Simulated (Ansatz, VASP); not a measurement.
## Ir: VASP beside Ansatz

```xyz
2
Lattice="2.7514 0.0000 0.0000 -1.3757 2.3828 0.0000 0.0000 0.0000 4.4623" Properties=species:S:1:pos:R:3 pbc="T T T"
Ir    0.0000    1.5885    1.1156
Ir    1.3757    0.7943    3.3467
```

Alike in both runs: task single point; functional PBE; k mesh 11 × 11 × 6; occupations gaussian, width 0.011 eV; no spin polarisation.

```csv
,VASP,Ansatz
version,VASP 6.6.1,Ansatz 0.2.0
potentials or method,"VASP PAW PBE potentials, release 64 (Ir)",Ansatz PAW
plane-wave cutoff (eV),500,420
valence electrons in the cell,18,34
```

Ansatz gave:

```
gap on the k mesh at the Fermi level (eV)                     : none
pressure (GPa)                                                : -1.4
traceless stress, the component that is largest in VASP (GPa) : 0.83
```

Question: What did VASP give for the same quantities?

Answer: gap on the k mesh at the Fermi level (eV): none; pressure (GPa): -1.0; traceless stress, the component that is largest in VASP (GPa): 0.93.

A gap of «none» marks a metal or a gap that the smearing closes. VASP's potentials hold 18 valence electrons a cell and Ansatz's 34, so a difference there can come from the potentials and not from the codes.

Spin-orbit coupling is off throughout.
